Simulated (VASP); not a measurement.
Set up this calculation in VASP 6.6.1, as the native input.

| Property | Result |
| --- | --- |
| Task | single point |
| Functional | PBEsol |
| Potentials or basis | VASP PAW PBE potentials, release 64 (Cd, S) |
| Cutoff | 500 eV |
| k mesh | 3 × 3 × 2 |
| Occupations | gaussian, width 0.02 eV |
| Spin | no spin polarisation |
| Dipole correction | no |
| Further INCAR settings | ALGO = Normal; EDIFF = 1e-06; NBANDS = 26 |

The structure of CdS (km) lies in POSCAR:

```
CdS
1.0
    4.1245340255      0.0000000000      0.0000000000
   -2.0622670128      3.5719512449      0.0000000000
    0.0000000000      0.0000000000      6.7092066192
Cd S
2 2
Direct
    0.3333333333      0.6666666667      0.0001786394
    0.6666666667      0.3333333333      0.5001786394
    0.3333333333      0.6666666667      0.3768213606
    0.6666666667      0.3333333333      0.8768213606
```

These files were run (other wordings do the same):

INCAR

```
SYSTEM = CdS
PREC     = Accurate       ! precision mode
ENCUT    = 500            ! plane-wave cutoff, eV
EDIFF    = 1E-6           ! SCF threshold, eV
ISMEAR   = 0              ! smearing method
SIGMA    = 0.02           ! smearing width, eV
LREAL    = .FALSE.        ! projectors in reciprocal space
LASPH    = .TRUE.         ! aspherical terms in the spheres
NELM     = 120            ! most SCF steps
ALGO     = Normal         ! electronic algorithm
ISIF     = 2              ! what is computed and relaxed
LWAVE    = .FALSE.        ! write WAVECAR
LCHARG   = .FALSE.        ! write CHGCAR
GGA      = PS             ! functional
NBANDS   = 26             ! bands
GGA_COMPAT= .FALSE.
```

KPOINTS

```
Automatic mesh
0
G
  3 3 2
  0 0 0
```

Potentials or basis: VASP PAW PBE potentials, release 64 (Cd, S).

Launch:

```bash
$ cat potpaw_PBE.64/Cd/POTCAR potpaw_PBE.64/S/POTCAR > POTCAR
$ mpirun -np 1 vasp_std > vasp.out
```

Results of the run:

The pressure is 0.7 GPa and the largest force is 0.054 eV/Å. The band gap on the k mesh is 1.07 eV, direct.

Caveat: the k points lie up to 0.59 Å⁻¹ apart; the PAW data sets were made with another functional, which shifts forces and pressure a little.

It took 14 s on 1 thread of Intel Xeon 6975P-C, with other jobs on the host, peak memory 0.2 GiB.
